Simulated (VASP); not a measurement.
# BN (R3m) in VASP: a series of runs, part 2 of 2

VASP 6.6.1.

## 3. Vibrations by perturbation theory, LDA

This run uses another cell than the first one, of 6.83 Å³/atom.

File INCAR:

```
SYSTEM = BN
PREC = Accurate
ENCUT = 520
EDIFF = 1E-8
ISMEAR = 0
SIGMA = 0.01
LREAL = .FALSE.
LASPH = .TRUE.
NELM = 80
ALGO = Normal
ISIF = 2
LWAVE = .FALSE.
LCHARG = .FALSE.
IBRION = 8
NSW = 1
LEPSILON = .TRUE.
```

File KPOINTS:

```
Automatic mesh
0
G
  12 12 12
  0 0 0
```

File POSCAR:

```
BN
1.0
    1.2287009246      0.7093908095      2.6134083699
   -1.2287009246      0.7093908095      2.6134083699
    0.0000000000     -1.4187816192      2.6134083698
B N
1 1
Direct
    1.0018991952      1.0018991952      1.0018991952
    0.3305338048      0.3305338048      0.3305338048
```

Potentials or basis: VASP PAW LDA potentials, release 64 (B, N).

The run is started by

```bash
$ cat potpaw_LDA.64/B/POTCAR potpaw_LDA.64/N/POTCAR > POTCAR
$ mpirun -np 1 vasp_std > vasp.out
```

OUTCAR:

```text
SYSTEM = BN
   PREC = Accurate
   ENCUT = 520
   EDIFF = 1E-8
   ISMEAR = 0
   LREAL = .FALSE.
   LASPH = .TRUE.
   NELM = 80
   ISIF = 2
   IBRION = 8
   NSW = 1
   LEPSILON = .TRUE.

 ion  position               nearest neighbor table
   1  0.002  0.002  0.002-   2 1.42   2 1.42   2 1.42
   2  0.331  0.331  0.331-   1 1.42   1 1.42   1 1.42

  LATTYP: Found a trigonal (rhomboedric) cell.
 ALAT       =     2.9736920807
 COS(alpha) =     0.6585474399

  Lattice vectors:

 A1 = (   1.2287009246,   0.7093908095,   2.6134083699)
 A2 = (  -1.2287009246,   0.7093908095,   2.6134083699)
 A3 = (   0.0000000000,  -1.4187816192,   2.6134083698)

Analysis of symmetry for initial positions (statically):
=====================================================================
 Subroutine PRICEL returns:
 Original cell was already a primitive cell.

 Routine SETGRP: Setting up the symmetry group for a
 trigonal (rhombohedral) supercell.

 Subroutine GETGRP returns: Found  6 space group operations
 (whereof  6 operations were pure point group operations)
 out of a pool of 12 trial point group operations.

The static configuration has the point symmetry C_3v.

Analysis of symmetry for dynamics (positions and initial velocities):
=====================================================================
 Subroutine PRICEL returns:
 Original cell was already a primitive cell.

 Routine SETGRP: Setting up the symmetry group for a
 trigonal (rhombohedral) supercell.

 Subroutine GETGRP returns: Found  6 space group operations
 (whereof  6 operations were pure point group operations)
 out of a pool of 12 trial point group operations.

The dynamic configuration has the point symmetry C_3v.

 Subroutine INISYM returns: Found  6 space group operations
 (whereof  6 operations are pure point group operations),
 and found     1 'primitive' translations

----------------------------------------------------------------------------------------

                                     Primitive cell

  volume of cell :      13.6675

  direct lattice vectors                    reciprocal lattice vectors
     1.228700925  0.709390809  2.613408370     0.406933852  0.234943369  0.127547358
    -1.228700925  0.709390809  2.613408370    -0.406933852  0.234943369  0.127547358
     0.000000000 -1.418781619  2.613408370     0.000000000 -0.469886738  0.127547358

  length of vectors
     2.973692081  2.973692081  2.973692081     0.486890003  0.486890003  0.486890003

[... 467 lines left out ...]

--------------------------------------- Ionic step        6  -------------------------------------------

------------------------ aborting loop because EDIFF is reached ----------------------------------------

--------------------------------------- Ionic step        7  -------------------------------------------

------------------------ aborting loop because EDIFF is reached ----------------------------------------

[... ionic steps 8 to 8 ...]

--------------------------------------- Ionic step        9  -------------------------------------------

 Free energy of the ion-electron system (eV)
  ---------------------------------------------------
  ---------------------------------------------------
  free energy    TOTEN  =        -0.23506341 eV

  energy without entropy =       -0.23506341

------------------------ aborting loop because EDIFF is reached ----------------------------------------

 INTERNAL STRAIN TENSOR  FOR ION    2  DIRECTION 3   (eV/Angst):
 -----------------------------------------------------------------------------
    -0.48260  0.00000 -0.00000
     0.00000 -0.48260 -0.00000
     0.00000 -0.00000  4.40094

 MACROSCOPIC STATIC DIELECTRIC TENSOR (including local field effects in DFT)
 ------------------------------------------------------
           5.581709     0.000000     0.000000
           0.000000     5.581709     0.000000
           0.000000     0.000000     4.239824
 ------------------------------------------------------

 PIEZOELECTRIC TENSOR (including local field effects)  for field in x, y, z        (e  Angst)
          XX          YY          ZZ          XY          YZ          ZX
  --------------------------------------------------------------------------------
  x     0.00000     0.00000     0.00000     1.19770     0.00000     0.08884
  y     1.19770    -1.19770     0.00000     0.00000     0.08884     0.00000
  z     0.25310     0.25310    -0.69263     0.00000     0.00000     0.00000

 PIEZOELECTRIC TENSOR (including local field effects)  for field in x, y, z        (C/m^2)
          XX          YY          ZZ          XY          YZ          ZX
  --------------------------------------------------------------------------------
  x     0.00000     0.00000     0.00000     1.40400     0.00000     0.10415
  y     1.40400    -1.40400     0.00000     0.00000     0.10415     0.00000
  z     0.29670     0.29670    -0.81194     0.00000     0.00000     0.00000

 BORN EFFECTIVE CHARGES (including local field effects) (in |e|, cummulative output)
 ---------------------------------------------------------------------------------
 ion    1
    1     2.61978     0.00000     0.00000
    2     0.00000     2.61978     0.00000
    3     0.00000     0.00000     1.39457
 ion    2
    1    -2.61978     0.00000     0.00000
    2     0.00000    -2.61978    -0.00000
    3     0.00000    -0.00000    -1.39457

 INTERNAL STRAIN TENSOR FOR ION    2 for displacements in x,y,z  (eV/Angst):
          X           Y           Z          XY          YZ          ZX
  --------------------------------------------------------------------------------
  x    -0.00000     0.00000     0.00000    16.45326    -0.00000     1.40610
  y    16.45326   -16.45326     0.00000     0.00000     1.11642     0.00000
  z    -0.48260    -0.48260     4.40094     0.00000    -0.00000     0.00000

 SECOND DERIVATIVES (NOT SYMMETRIZED)
 ------------------------------------
               1X          1Y          1Z          2X          2Y          2Z
  1X   -47.347348   -0.000000    0.000000   47.347348    0.000000   -0.000000
  1Y    -0.000000  -47.347348   -0.000000    0.000000   47.347348    0.000000
  1Z     0.000000   -0.000000   -9.146600    0.000000    0.000000    9.146600
  2X    47.355662    0.000000    0.000000  -47.355662    0.000000    0.000000
  2Y     0.000000   47.355662    0.000000    0.000000  -47.355662   -0.000000
  2Z     0.000000    0.000000    9.143849    0.000000   -0.000000   -9.143849

 Eigenvectors and eigenvalues of the dynamical matrix
 ----------------------------------------------------

   1 f  =   43.554556 THz   273.661348 2PiTHz 1452.823614 cm-1   180.127090 meV
             X         Y         Z           dx          dy          dz
      0.000000 -0.000000  0.014890     0.751159    0.000019    0.000000
      0.000000 -0.000000  2.591459    -0.660121   -0.000016   -0.000000
[... 21 lines left out ...]
   6 f/i=    0.001896 THz     0.011913 2PiTHz    0.063246 cm-1     0.007841 meV
             X         Y         Z           dx          dy          dz
      0.000000 -0.000000  0.014890    -0.653488    0.093343   -0.000000
      0.000000 -0.000000  2.591459    -0.743612    0.106216   -0.000000

--------------------------------------------------------------------------------------------------------

 MACROSCOPIC STATIC DIELECTRIC TENSOR IONIC CONTRIBUTION
 ------------------------------------------------------
           1.918990     0.000000    -0.000000
           0.000000     1.918990     0.000000
          -0.000000     0.000000     2.815534
 ------------------------------------------------------

 ELASTIC MODULI CONTR FROM IONIC RELAXATION (kBar)
 Direction    XX          YY          ZZ          XY          YZ          ZX
 --------------------------------------------------------------------------------
 XX        -669.9328    663.8749     27.3937     -0.0000    -47.3743     -0.0000
 YY         663.8749   -669.9328     27.3937      0.0000     47.3743      0.0000
 ZZ          27.3937     27.3937   -247.7496      0.0000      0.0000      0.0000
 XY          -0.0000      0.0000      0.0000   -666.9038     -0.0000    -53.8990
 YZ         -47.3743     47.3743      0.0000     -0.0000     -3.3653     -0.0000
 ZX          -0.0000      0.0000      0.0000    -53.8990     -0.0000     -4.3561
 --------------------------------------------------------------------------------

 PIEZOELECTRIC TENSOR IONIC CONTR  for field in x, y, z        (C/m^2)
          XX          YY          ZZ          XY          YZ          ZX
  --------------------------------------------------------------------------------
  x    -0.00000     0.00000     0.00000    -1.06449    -0.00000    -0.08603
  y    -1.06449     1.06449     0.00000    -0.00000    -0.07562    -0.00000
  z     0.08690     0.08690    -0.78589     0.00000     0.00000     0.00000
```

OSZICAR:

```text
N       E                     dE             d eps       ncg     rms          rms(c)
DAV:   1     0.730546580982E+01    0.73055E+01   -0.51506E+03  3176   0.967E+02
DAV:   2    -0.209070626716E+02   -0.28213E+02   -0.27456E+02  4256   0.159E+02
DAV:   3    -0.210957442289E+02   -0.18868E+00   -0.18868E+00  3608   0.156E+01
DAV:   4    -0.210959361682E+02   -0.19194E-03   -0.19194E-03  4696   0.497E-01
[... 155 lines left out ...]
RMM:   7    -0.235063348370E+00   -0.45292E-06   -0.45393E-09  5137   0.682E-04    0.517E-05
RMM:   8    -0.235063521829E+00   -0.17346E-06   -0.14543E-10  5040   0.609E-05    0.259E-05
RMM:   9    -0.235063439175E+00    0.82654E-07    0.50179E-11  5286   0.195E-05    0.453E-06
RMM:  10    -0.235063413265E+00    0.25910E-07    0.18555E-10  4833   0.660E-06    0.746E-07
RMM:  11    -0.235063406100E+00    0.71648E-08    0.90874E-10  3914   0.312E-06    0.278E-07
 Linear response finished
```

Wall time 8.1 min (1 thread of Intel Xeon 8259CL, shared host); peak memory 0.36 GiB.

Results:

* Electronic dielectric tensor (diagonal): 5.58, 5.58, 4.24
* Born charges (mean of the diagonal): B +2.21; N -2.21 e
* Highest phonon frequency at Γ, LO-TO splitting left out: 1453 cm⁻¹

Phonon frequencies in cm⁻¹ (negative: imaginary):
| q point | frequencies |
| --- | --- |
| (0.000, 0.000, 0.000) | 0 0 0 638 1453 1453 |

Electronic dielectric tensor:
```
5.58 0.00 0.00
0.00 5.58 0.00
0.00 0.00 4.24
```

Born effective charge tensors (e):
atom 1, B
```
2.62 0.00 0.00
0.00 2.62 0.00
0.00 0.00 1.39
```
atom 2, N
```
-2.62  0.00  0.00
 0.00 -2.62  0.00
 0.00  0.00 -1.39
```

Caveat: the cell stands under pressure or tension, which shifts response properties.
